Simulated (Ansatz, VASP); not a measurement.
**Hg: VASP beside Ansatz**

```
Hg
1.0
     0.00000    3.87106    3.87106
     3.87106    0.00000    3.87106
     3.87106    3.87106    0.00000
Hg
2
Direct
  0.00000 0.00000 0.00000
  0.25000 0.25000 0.25000
```

Change from the starting cell: volume scaled by 1.025.

Alike in both runs: task single point; functional PBE; k mesh 10 × 10 × 10; occupations fermi-dirac, width 0.03 eV; no spin polarisation.

|  | VASP | Ansatz |
| --- | --- | --- |
| version | VASP 6.6.1 | Ansatz 0.2.0 |
| potentials or method | VASP PAW PBE potentials, release 64 (Hg), cutoff 520 eV | all-electron LAPW, scalar-relativistic |

|  | VASP | Ansatz | Ansatz less VASP |
| --- | --- | --- | --- |
| pressure (GPa) | -0.1 | -0.1 | +0.01 |

Ansatz ran all-electron here, and VASP with PAW potentials.

Neither program's run includes spin-orbit coupling.
